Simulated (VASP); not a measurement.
Here is a VASP 6.6.1 calculation.

The input INCAR:

```
SYSTEM = LiPS3
PREC = Accurate ; ENCUT = 600
EDIFF = 1E-6 ; ISMEAR = 0
SIGMA = 0.1 ; LREAL = .FALSE.
LASPH = .TRUE. ; NELM = 80
ALGO = Normal ; ISIF = 3
LWAVE = .FALSE. ; LCHARG = .FALSE.
GGA = PE ; IBRION = 2
NSW = 100 ; EDIFFG = -0.01
```

The input KPOINTS:

```
regular mesh
0
G
  6 6 6
  0 0 0
```

File POSCAR:

```
LiPS3
1.0
    3.1995316915      1.8472504833      5.2131673084
   -3.1995316915      1.8472504833      5.2131673084
    0.0000000000     -3.6945009668      5.2131673084
Li P S
2 2 6
Direct
    0.7500000000      0.7500000000      0.7500000000
    0.2500000000      0.2500000000      0.2500000000
    0.5000000000      0.5000000000      0.5000000000
    0.0000000000      0.0000000000      0.0000000000
    0.2250000000      0.2750000000      0.7500000000
    0.2750000000      0.7500000000      0.2250000000
    0.7750000000      0.7250000000      0.2500000000
    0.2500000000      0.7750000000      0.7250000000
    0.7250000000      0.2500000000      0.7750000000
    0.7500000000      0.2250000000      0.2750000000
```

Potentials or basis: VASP PAW PBE potentials, release 64 (Li_sv, P, S).

The run is started by

```bash
$ cat potpaw_PBE.64/Li_sv/POTCAR potpaw_PBE.64/P/POTCAR potpaw_PBE.64/S/POTCAR > POTCAR
$ mpirun -np 1 vasp_std > vasp.out
```

Problem. Estimate the space group after relaxing (to 0.1 Å).

Solution. R-3c (No. 167).

Problem. Predict the band gap on the k mesh.

Solution. Zero (bands 26 and 27 overlap by 0.32 eV).

Problem. Estimate the relaxed volume.

Solution. 16.71 Å³/atom.

Problem. What does it give for the relaxed cell?

Solution. a = 6.072 Å, b = 6.072 Å, c = 6.072 Å, α = 62.50°, β = 62.50°, γ = 62.50°.

Forces on the atoms (eV/Å):
```
Li   0.000  0.000  0.000
Li   0.000  0.000  0.000
P    0.000  0.000  0.000
P    0.000  0.000  0.000
S   -0.006  0.000  0.000
S    0.003  0.005  0.000
S    0.006  0.000  0.000
S   -0.003  0.005  0.000
S   -0.003 -0.005  0.000
S    0.003 -0.005  0.000
```

Caveat: the cutoff is under 1.25 times the usual one of these potentials, so pressure, stress and relaxed cells hold a basis-set (Pulay) error; semilocal functionals underestimate gaps, and a narrow one can read as zero.
